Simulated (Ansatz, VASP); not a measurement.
**PtS2: VASP beside Ansatz**

```
Pt S
1.0
     2.60165   -4.08535    0.00000
     2.60165    4.08535    0.00000
     0.00000    0.00000    2.69187
Pt S
1 2
Direct
  0.50000 0.50000 0.50000
  0.00000 0.50000 0.50000
  0.50000 0.00000 0.50000
```

Alike in both runs: functional PBE; k mesh 12 × 12 × 16; occupations gaussian, width 0.1 eV; no spin polarisation.

Ansatz relaxed the structure, and its values are those at the end. VASP's run is a single point on that final structure, the one shown.

|  | VASP | Ansatz |
| --- | --- | --- |
| version | VASP 6.6.1 | Ansatz 0.2.0 |
| potentials or method | VASP PAW PBE potentials, release 64 (Pt, S), cutoff 520 eV | scalar-relativistic, plane waves, PAW |
| valence electrons in the cell | 22 | 30 |

```csv
,VASP,Ansatz,Ansatz less VASP
gap on the k mesh at the Fermi level (eV),none,none,-
pressure (GPa),-0.1,0.0,+0.16
```

A gap of «none» marks a metal or a gap that the smearing closes. VASP's potentials hold 22 valence electrons a cell and Ansatz's 30, so a difference there can come from the potentials and not from the codes.

Spin-orbit coupling is off throughout.
